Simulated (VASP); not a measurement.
# Mg (P6_3/mmc) in VASP: notebook

The runs below take Mg through single point, with LDA.

Program: VASP 6.6.1. These are calculated values, not measurements. Logs are shortened: lines on timing, memory, paths and dates and some standing lists are left out, and cuts for length are marked.

**1. The cell of the first run**

Symmetry: P6_3/mmc, No. 194, hexagonal system. Conventional cell: a = 2.367 Å, b = 2.367 Å, c = 3.828 Å, α = 90.00°, β = 90.00°, γ = 120.00°. Mg (site symmetry -6m2) has 12 Mg at 2.35 to 2.37 Å within 3.1 Å.

**2. Single point, LDA (volume scaled by 0.43)**

Contents of INCAR:

```
SYSTEM = Mg
PREC     = Accurate       ! precision mode
ENCUT    = 520            ! plane-wave cutoff, eV
EDIFF    = 1E-7           ! SCF threshold, eV
ISMEAR   = -1             ! smearing method
SIGMA    = 0.05           ! smearing width, eV
LREAL    = .False.        ! projectors in reciprocal space
LASPH    = .True.         ! aspherical terms in the spheres
NELM     = 80             ! most SCF steps
ALGO     = Normal         ! electronic algorithm
ISIF     = 2              ! what is computed and relaxed
LWAVE    = .False.        ! write WAVECAR
LCHARG   = .False.        ! write CHGCAR
NBANDS   = 9              ! bands
```

Contents of KPOINTS:

```
regular mesh
0
Gamma
  15 15 9
  0 0 0
```

Contents of POSCAR:

```
Mg
1.0
    2.3673080152      0.0000000000      0.0000000000
   -1.1836540076      2.0501488797      0.0000000000
    0.0000000000      0.0000000000      3.8282168912
Mg
2
Direct
    0.3333333333      0.6666666667      0.2500000000
    0.6666666667      0.3333333333      0.7500000000
```

Potentials or basis: VASP PAW LDA potentials, release 64 (Mg).

The run is started by

```
cat potpaw_LDA.64/Mg/POTCAR > POTCAR
mpirun -np 1 vasp_std > vasp.out
```

OUTCAR:

```text
SYSTEM = Mg
   PREC = Accurate
   ENCUT = 520
   EDIFF = 1E-7
   ISMEAR = -1
   LREAL = .False.
   LASPH = .True.
   NELM = 80
   ISIF = 2

 ion  position               nearest neighbor table
   1  0.333  0.667  0.250-   2 2.35   2 2.35   2 2.35   2 2.35   2 2.35   2 2.35   2 3.34   2 3.34
                             2 3.34   2 3.34   2 3.34   2 3.34
   2  0.667  0.333  0.750-   1 2.35   1 2.35   1 2.35   1 2.35   1 2.35   1 2.35   1 3.34   1 3.34
                             1 3.34   1 3.34   1 3.34   1 3.34

  LATTYP: Found a hexagonal cell.
 ALAT       =     2.3673080152
 C/A-ratio  =     1.6171182063

  Lattice vectors:

 A1 = (   2.3673080152,   0.0000000000,   0.0000000000)
 A2 = (  -1.1836540076,   2.0501488797,   0.0000000000)
 A3 = (   0.0000000000,   0.0000000000,   3.8282168912)

Analysis of symmetry for initial positions (statically):
=====================================================================
 Subroutine PRICEL returns:
 Original cell was already a primitive cell.

 Routine SETGRP: Setting up the symmetry group for a
 hexagonal supercell.

 Subroutine GETGRP returns: Found 24 space group operations
 (whereof 12 operations were pure point group operations)
 out of a pool of 24 trial point group operations.

The static configuration has the point symmetry D_3d.
 The point group associated with its full space group is D_6h.

Analysis of symmetry for dynamics (positions and initial velocities):
=====================================================================
 Subroutine PRICEL returns:
 Original cell was already a primitive cell.

 Routine SETGRP: Setting up the symmetry group for a
 hexagonal supercell.

 Subroutine GETGRP returns: Found 24 space group operations
 (whereof 12 operations were pure point group operations)
 out of a pool of 24 trial point group operations.

The dynamic configuration has the point symmetry D_3d.
 The point group associated with its full space group is D_6h.

 Subroutine INISYM returns: Found 24 space group operations
 (whereof 12 operations are pure point group operations),
 and found     1 'primitive' translations

----------------------------------------------------------------------------------------

                                     Primitive cell

  volume of cell :      18.5796

  direct lattice vectors                    reciprocal lattice vectors
     2.367308015  0.000000000  0.000000000     0.422420738  0.243884727  0.000000000
    -1.183654008  2.050148880  0.000000000     0.000000000  0.487769454  0.000000000
     0.000000000  0.000000000  3.828216891     0.000000000  0.000000000  0.261218219

  length of vectors
     2.367308015  2.367308015  3.828216891     0.487769454  0.487769454  0.261218219

  position of ions in fractional coordinates (direct lattice)
     0.333333333  0.666666667  0.250000000
     0.666666667  0.333333333  0.750000000

  ion indices of the primitive-cell ions
   primitive index   ion index
                 1           1
                 2           2

----------------------------------------------------------------------------------------

 KPOINTS: regular mesh

Automatic generation of k-mesh.
 Grid dimensions read from file:
 generate k-points for:   15   15    9

 Generating k-lattice:

  Cartesian coordinates                     Fractional coordinates (reciprocal lattice)
     0.028161383  0.016258982  0.000000000     0.066666667  0.000000000  0.000000000
     0.000000000  0.032517964  0.000000000     0.000000000  0.066666667  0.000000000
     0.000000000  0.000000000  0.029024247     0.000000000  0.000000000  0.111111111

  Length of vectors
     0.032517964  0.032517964  0.029024247

  Shift w.r.t. Gamma in fractional coordinates (k-lattice)
     0.000000000  0.000000000  0.000000000

 Subroutine IBZKPT returns following result:
 ===========================================

 Found    135 irreducible k-points:

 Following reciprocal coordinates:
            Coordinates               Weight
  0.000000  0.000000  0.000000      1.000000
  0.066667 -0.000000  0.000000      6.000000
  0.133333 -0.000000  0.000000      6.000000
  0.200000 -0.000000  0.000000      6.000000
  0.266667 -0.000000  0.000000      6.000000
  0.333333  0.000000  0.000000      6.000000
[... 16 lines left out ...]
  0.333333  0.200000  0.000000     12.000000
  0.400000  0.200000  0.000000      6.000000
 [... further k-points ...]
   k-points           NKPTS =    135   k-points in BZ     NKDIM =    135   number of bands    NBANDS=      9
   number of dos      NEDOS =    301   number of ions     NIONS =      2
   total plane-waves  NPLWV =   9072
   dimension x,y,z NGX =    18 NGY =   18 NGZ =   28
   dimension x,y,z NGXF=    36 NGYF=   36 NGZF=   56
   ions per type =               2
   NGX,Y,Z   is equivalent  to a cutoff of  12.64, 12.64, 12.16 a.u.
   NGXF,Y,Z  is equivalent  to a cutoff of  25.28, 25.28, 24.32 a.u.
 SYSTEM =  Mg
   PREC   = accura    normal or accurate (medium, high low for compatibility)
   ISTART =      0    job   : 0-new  1-cont  2-samecut
   ICHARG =      2    charge: 1-file 2-atom 10-const
   ISPIN  =      1    spin polarized calculation?
   LNONCOLLINEAR =      F non collinear calculations
   LSORBIT =      F    spin-orbit coupling
   LASPH  =      T    aspherical Exc in radial PAW
   ENCUT  =  520.0 eV  38.22 Ry    6.18 a.u.   4.40  4.40  7.12*2*pi/ulx,y,z
   NELM   =     80;   NELMIN=  2; NELMDL= -5     # of ELM steps
   EDIFF  = 0.1E-06   stopping-criterion for ELM
   LREAL  =      F    real-space projection
   EDIFFG = 0.1E-05   stopping-criterion for IOM
   NSW    =      0    number of steps for IOM
   IBRION =     -1    ionic relax: 0-MD 1-quasi-New 2-CG
   NFREE  =      0    steps in history (QN), initial steepest desc. (CG)
   ISIF   =      2    stress and relaxation
   ISYM   =      2    0-nonsym 1-usesym 2-fastsym
   POTIM  = 0.5000    time-step for ionic-motion
   TEBEG  =    0.0;   TEEND  =   0.0 temperature during run
   PSTRESS=    0.0 pullay stress
   NELECT =       4.0000    total number of electrons
   NUPDOWN=      -1.0000    fix difference up-down
   EMIN   =  10.00;   EMAX   =-10.00  energy-range for DOS
   EFERMI =   0.00;   METHOD = LEGACY
   ISMEAR =    -1;   SIGMA  =   0.05  broadening in eV -4-tet -1-fermi 0-gaus
   EFERMI_NEDOS =   21; number of points for ismear=-14 and -15
   IALGO  =     38    algorithm
   IMIX   =      4    mixing-type and parameters
     AMIX     =   0.40;   BMIX     =  1.00
     AMIX_MAG =   1.60;   BMIX_MAG =  1.00
  volume/ion in A,a.u.               =       9.29        62.69
  Fermi-wavevector in a.u.,A,eV,Ry     =   0.981181  1.854164 13.098556  0.962717
  Thomas-Fermi vector in A             =   2.112168
   LORBIT       =      0    0 simple, 1 ext, 2 COOP (PROOUT), +10 PAW based schemes
   GGA     = CA    functional components
   LHFCALC =     F    Hartree Fock is set to
   AEXX    =    0.0000 exact exchange contribution
   IVDW    =     0    specifies the selected vdW correction
   LEPSILON=     F    determine dielectric tensor
   LRPA    =     F    only Hartree local field effects (RPA)
 non-spin polarized calculation
  energy-cutoff  :      520.00
  volume of cell :       18.58
 maximum number of plane-waves:       525
 NGX is ok and might be reduce to    18
   NGX =  9   NGY =  9   NGZ = 15

 number of electron       4.0000000 magnetization

 Free energy of the ion-electron system (eV)
  ---------------------------------------------------
  ext. energy  EPLUGINS =         0.00000000
  ---------------------------------------------------
  free energy    TOTEN  =         3.08738840 eV

  energy without entropy =        3.09181428  energy(sigma->0) =        3.08960134

 E-fermi :   9.5894     XC(G=0): -12.1456

 val. band max:        9.5702394926   @ k =   0.3333   0.1333   0.0000
 cond. band min:       9.6117882030   @ k =   0.3333   0.3333   0.3333
 fundamental gap:      0.0415487104
 Fermi energy:         9.5894351688

 k-point     1 :       0.0000    0.0000    0.0000
  band No.  band energies     occupation
      1      -2.0536      2.00000
      2       6.5987      2.00000
      3       8.2767      2.00000
      4      26.3947      0.00000
      5      26.3947      0.00000
      6      27.6073      0.00000
      7      28.7762      0.00000
      8      28.7762      0.00000
      9      32.7015      0.00000

 k-point     2 :       0.0667   -0.0000    0.0000
  band No.  band energies     occupation
      1      -1.8908      2.00000
      2       6.7093      2.00000
      3       8.4228      2.00000
      4      24.0608      0.00000
      5      25.9868      0.00000
      6      27.3437      0.00000
      7      29.0636      0.00000
      8      29.3220      0.00000
      9      31.3288      0.00000

 k-point     3 :       0.1333   -0.0000    0.0000
  band No.  band energies     occupation
      1      -1.4065      2.00000
      2       7.0426      2.00000
      3       8.8474      2.00000
      4      21.0062      0.00000
      5      25.1692      0.00000
      6      25.2599      0.00000
      7      28.0975      0.00000
      8      29.9065      0.00000
      9      30.4603      0.00000

 k-point     4 :       0.2000   -0.0000    0.0000
  band No.  band energies     occupation
      1      -0.6131      2.00000
      2       7.6034      2.00000
      3       9.5022      1.70237
      4      18.0605      0.00000
      5      23.0437      0.00000
      6      24.5749      0.00000
      7      24.8637      0.00000
      8      29.4030      0.00000
      9      30.4832      0.00000
[... 205 lines left out ...]
 k-point    22 :       0.2667    0.2000    0.0000
  band No.  band energies     occupation
      1       3.5356      2.00000
      2      10.7886      0.00000
      3      10.8535      0.00000
      4      12.1427      0.00000
      5      16.8291      0.00000
      6      18.6832      0.00000
      7      20.6303      0.00000
      8      24.4728      0.00000
      9      27.9580      0.00000

 k-point    23 :       0.3333    0.2000    0.0000
  band No.  band energies     occupation
      1       5.1563      2.00000
      2       9.0453      1.99996
      3      12.0279      0.00000
      4      12.2494      0.00000
      5      16.4129      0.00000
      6      16.9295      0.00000
      7      20.2362      0.00000
      8      23.5119      0.00000
      9      27.5950      0.00000

 k-point    24 :       0.4000    0.2000    0.0000
  band No.  band energies     occupation
      1       6.5590      2.00000
      2       7.5312      2.00000
      3      12.0277      0.00000
      4      13.3567      0.00000
      5      15.0125      0.00000
      6      17.0689      0.00000
      7      20.1051      0.00000
      8      23.1102      0.00000
      9      27.4708      0.00000

 [... further k-points ...]

------------------------ aborting loop because EDIFF is reached ----------------------------------------

  FORCE on cell =-STRESS in cart. coord.  units (eV):
  Direction    XX          YY          ZZ          XY          YZ          ZX
  --------------------------------------------------------------------------------------
  -------------------------------------------------------------------------------------
  Total       20.5101934     20.5101934     20.5407085     -0.0000000      0.0000000      0.0000000
  in kB     1768.6570693   1768.6570692   1771.2884762     -0.0000000      0.0000000      0.0000000
  external PRESSURE =    1769.5342049 kB  Pullay stress =       0.0000000 kB

 VOLUME and BASIS-vectors are now :
 -----------------------------------------------------------------------------
  energy-cutoff  :      520.00
  volume of cell :       18.58
      direct lattice vectors                 reciprocal lattice vectors
     2.367308015  0.000000000  0.000000000     0.422420738  0.243884727  0.000000000
    -1.183654008  2.050148880  0.000000000     0.000000000  0.487769454  0.000000000
     0.000000000  0.000000000  3.828216891     0.000000000  0.000000000  0.261218219

 POSITION                                       TOTAL-FORCE (eV/Angst)
 -----------------------------------------------------------------------------------
     -0.00000      1.36677      0.95705        -0.000000     -0.000000      0.000000
      1.18365      0.68338      2.87116         0.000000      0.000000      0.000000
 -----------------------------------------------------------------------------------
    total drift:                                0.000000     -0.000000      0.000000

  FREE ENERGIE OF THE ION-ELECTRON SYSTEM (eV)
  ---------------------------------------------------
  free  energy   TOTEN  =         3.0873884026 eV

  energy  without entropy=        3.0918142829  energy(sigma->0) =        3.08960134
```

Wall time 10 s (1 thread of Intel Xeon 6975P-C (Granite Rapids), shared host); peak memory 0.13 GiB.

What came out:

| Item | Value |
| --- | --- |
| Free energy | 3.0874 eV |
| Pressure | 177.0 GPa |
| Band gap on the k mesh | zero (band 2 reaches 10.79 eV, above the bottom of band 3 at 8.28 eV) |

**3. Single point, LDA (volume scaled by 0.5)**

Contents of INCAR:

```
  PREC = Accurate
  ENCUT = 520
  EDIFF = 1E-6
  ISMEAR = -1
  SIGMA = 0.05
  LREAL = F
  LASPH = T
  NELM = 100
  ALGO = Normal
  ISIF = 2
  LWAVE = F
  LCHARG = F
  GGA = CA
  NBANDS = 9
```

Contents of KPOINTS:

```
Automatic mesh
0
Gamma
  15 15 9
```

Contents of POSCAR:

```
Mg
1.0
    2.4919662645      0.0000000000      0.0000000000
   -1.2459831323      2.1581060904      0.0000000000
    0.0000000000      0.0000000000      4.0171986087
Mg
2
Direct
    0.3333333333      0.6666666667      0.2500000000
    0.6666666667      0.3333333333      0.7500000000
```

Potentials or basis: VASP PAW LDA potentials, release 64 (Mg).

The run is started by

```
cat potpaw_LDA.64/Mg/POTCAR > POTCAR
mpirun -np 1 vasp_std > vasp.out
```

OUTCAR:

```text
PREC = Accurate
   ENCUT = 520
   EDIFF = 1E-6
   ISMEAR = -1
   LREAL = F
   LASPH = T
   NELM = 100
   ISIF = 2
   GGA = CA

 ion  position               nearest neighbor table
   1  0.333  0.667  0.250-   2 2.47   2 2.47   2 2.47   2 2.47   2 2.47   2 2.47   2 3.51   2 3.51
                             2 3.51   2 3.51   2 3.51   2 3.51
   2  0.667  0.333  0.750-   1 2.47   1 2.47   1 2.47   1 2.47   1 2.47   1 2.47   1 3.51   1 3.51
                             1 3.51   1 3.51   1 3.51   1 3.51

  LATTYP: Found a hexagonal cell.
 ALAT       =     2.4919662645
 C/A-ratio  =     1.6120597883

  Lattice vectors:

 A1 = (   2.4919662645,   0.0000000000,   0.0000000000)
 A2 = (  -1.2459831323,   2.1581060904,   0.0000000000)
 A3 = (   0.0000000000,   0.0000000000,   4.0171986087)

Analysis of symmetry for initial positions (statically):
=====================================================================
 Subroutine PRICEL returns:
 Original cell was already a primitive cell.

 Routine SETGRP: Setting up the symmetry group for a
 hexagonal supercell.

 Subroutine GETGRP returns: Found 24 space group operations
[... 174 lines left out ...]
 k-point     1 :       0.0000    0.0000    0.0000
  band No.  band energies     occupation
      1      -2.8004      2.00000
      2       5.1706      2.00000
      3       6.7306      2.00000
      4      23.6380      0.00000
      5      23.6380      0.00000
      6      24.8635      0.00000
      7      25.5724      0.00000
      8      25.5724      0.00000
      9      29.4946      0.00000
[... 265 lines left out ...]
 k-point    24 :       0.4000    0.2000    0.0000
  band No.  band energies     occupation
      1       5.1565      2.00000
      2       5.9374      2.00000
      3      10.3162      0.00000
      4      11.8586      0.00000
      5      12.9248      0.00000
      6      14.6819      0.00000
      7      17.8469      0.00000
      8      19.6772      0.00000
      9      23.7204      0.00000

 [... further k-points ...]

------------------------ aborting loop because EDIFF is reached ----------------------------------------

  FORCE on cell =-STRESS in cart. coord.  units (eV):
  Direction    XX          YY          ZZ          XY          YZ          ZX
  --------------------------------------------------------------------------------------
  -------------------------------------------------------------------------------------
  Total       14.6150189     14.6150189     14.6298818     -0.0000000      0.0000000      0.0000000
  in kB     1083.8563133   1083.8563132   1084.9585498     -0.0000000      0.0000000      0.0000000
  external PRESSURE =    1084.2237254 kB  Pullay stress =       0.0000000 kB

 VOLUME and BASIS-vectors are now :
 -----------------------------------------------------------------------------
  energy-cutoff  :      520.00
  volume of cell :       21.60
      direct lattice vectors                 reciprocal lattice vectors
     2.491966264  0.000000000  0.000000000     0.401289542  0.231684625  0.000000000
    -1.245983132  2.158106090  0.000000000     0.000000000  0.463369250  0.000000000
     0.000000000  0.000000000  4.017198609     0.000000000  0.000000000  0.248929689

 POSITION                                       TOTAL-FORCE (eV/Angst)
 -----------------------------------------------------------------------------------
     -0.00000      1.43874      1.00430        -0.000000      0.000000      0.000000
      1.24598      0.71937      3.01290         0.000000     -0.000000      0.000000
 -----------------------------------------------------------------------------------
    total drift:                                0.000000     -0.000000      0.000000

  FREE ENERGIE OF THE ION-ELECTRON SYSTEM (eV)
  ---------------------------------------------------
  free  energy   TOTEN  =         0.4527655920 eV

  energy  without entropy=        0.4564118159  energy(sigma->0) =        0.45458870
```

OSZICAR:

```text
N       E                     dE             d eps       ncg     rms          rms(c)
DAV:   1     0.457757293795E+01    0.45776E+01   -0.15808E+03  2430   0.345E+02
DAV:   2     0.324916241408E+00   -0.42527E+01   -0.41195E+01  3461   0.386E+01
DAV:   3     0.276723600115E+00   -0.48193E-01   -0.47820E-01  3039   0.336E+00
DAV:   4     0.276612105221E+00   -0.11149E-03   -0.11149E-03  3071   0.160E-01
DAV:   5     0.276611755983E+00   -0.34924E-06   -0.34939E-06  2894   0.807E-03    0.118E+00
DAV:   6     0.388400044446E+00    0.11179E+00   -0.27846E-03  2674   0.381E-01    0.750E-01
DAV:   7     0.451922850143E+00    0.63523E-01   -0.68158E-03  2595   0.599E-01    0.321E-02
DAV:   8     0.452725271987E+00    0.80242E-03   -0.16393E-04  2678   0.856E-02    0.841E-03
DAV:   9     0.452764414439E+00    0.39142E-04   -0.14390E-05  2860   0.263E-02    0.152E-03
DAV:  10     0.452765579828E+00    0.11654E-05   -0.38761E-07  1777   0.381E-03    0.159E-04
DAV:  11     0.452765592040E+00    0.12212E-07   -0.10913E-08  1331   0.560E-04
   1 F= 0.45276559E+00 E0= 0.45458870E+00  d E =-.364622E-02
```

Run time: 13 s. Hardware: 1 thread of Intel Xeon 6975P-C (Granite Rapids), shared host; peak memory 0.14 GiB.

What came out:

| Item | Value |
| --- | --- |
| Free energy | 0.4528 eV |
| Pressure | 108.4 GPa |
| Band gap on the k mesh | zero (band 2 reaches 9.07 eV, above the bottom of band 3 at 6.73 eV) |

(Continued in part 2 of 2.)
